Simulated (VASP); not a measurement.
SnSe4:

```
CELL_PARAMETERS angstrom
5.56912 0.00000 0.00000
0.00000 5.56912 0.00000
0.00000 0.00000 5.56912
ATOMIC_POSITIONS crystal
Sn 0.50000 0.50000 0.50000
Se 0.81122 0.81122 0.81122
Se 0.18878 0.18878 0.81122
Se 0.18878 0.81122 0.18878
Se 0.81122 0.18878 0.18878
```

The cell was built from a structure type or drawn by symmetry, and may not be a known phase.

```yaml
Program: VASP 6.6.1
Task: relaxation of cell and atoms
Functional: PBE
Potentials_or_basis: VASP PAW PBE potentials, release 64 (Sn_d, Se)
Cutoff: 600 eV
k_mesh: 4 × 4 × 4
Occupations: gaussian, width 0.1 eV
Spin: no spin polarisation
```

At the start: pressure -6.0 GPa; volume 34.55 Å³/atom.

**Question.** Where does the relaxation end?

**Answer.** Over 9 steps the energy falls by 220.9 meV/atom and the volume is 26.89 Å³/atom (-22.1 %); space group P-43m (No. 215, to 0.1 Å) before and after.

Step by step:
| step | energy change (eV) | largest force (eV/Å) | pressure (GPa) | volume (Å³) |
| --- | --- | --- | --- | --- |
| 1 | 0.0000 | 0.2111 | -5.96 | 172.73 |
| 2 | -0.8211 | 0.8384 | -1.65 | 142.56 |
| 3 | -0.8604 | 1.0032 | 0.12 | 136.35 |
| 4 | -1.0214 | 0.5967 | 0.58 | 133.00 |
| 5 | -1.0758 | 0.1353 | 1.73 | 129.73 |
| 6 | -1.1022 | 0.0289 | -0.51 | 135.80 |
| 7 | -1.1041 | 0.0457 | -0.08 | 134.49 |
| 8 | -1.1041 | 0.0442 | -0.12 | 134.59 |
| 9 | -1.1046 | 0.0168 | -0.04 | 134.47 |

Final structure:
```yaml
crystal:
  lattice:
    - [5.12323, 0.00000, 0.00000]
    - [0.00000, 5.12323, 0.00000]
    - [0.00000, 0.00000, 5.12323]
  atoms:
    - { symbol: Sn, position: [0.50000, 0.50000, 0.50000] }
    - { symbol: Se, position: [0.79620, 0.79620, 0.79620] }
    - { symbol: Se, position: [0.20380, 0.20380, 0.79620] }
    - { symbol: Se, position: [0.20380, 0.79620, 0.20380] }
    - { symbol: Se, position: [0.79620, 0.20380, 0.20380] }
```

Caveat: the volume moved by over 15 % at a fixed basis, so the end points are rough.
